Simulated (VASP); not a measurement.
A run of VASP 6.6.1 is set up as follows.

The input INCAR:

```
ALGO = Normal ; EDIFF = 1E-6
ENCUT = 500 ; GGA = PE
GGA_COMPAT = F ; ISIF = 2
ISMEAR = 0 ; LASPH = T
LCHARG = F ; LREAL = F
LWAVE = F ; NBANDS = 13
NELM = 120 ; PREC = Accurate
SIGMA = 0.1
```

File KPOINTS:

```
k-points
0
Gamma
  18 18 18
```

Contents of POSCAR:

```
Mo
1.0
   -1.5802005317      1.5802005317      1.5802005317
    1.5802005317     -1.5802005317      1.5802005317
    1.5802005317      1.5802005317     -1.5802005317
Mo
1
Direct
    0.0000000000      0.0000000000      0.0000000000
```

Potentials or basis: VASP PAW PBE potentials, release 64 (Mo_sv).

Run with:

```console
$ cat potpaw_PBE.64/Mo_sv/POTCAR > POTCAR
$ mpirun -np 1 vasp_std > vasp.out
```

Task: Estimate the band gap on the k mesh.

Result: Zero (bands 7 and 8 overlap by 5.27 eV).

Task: What does it give for the pressure?

Result: 0.5 GPa.
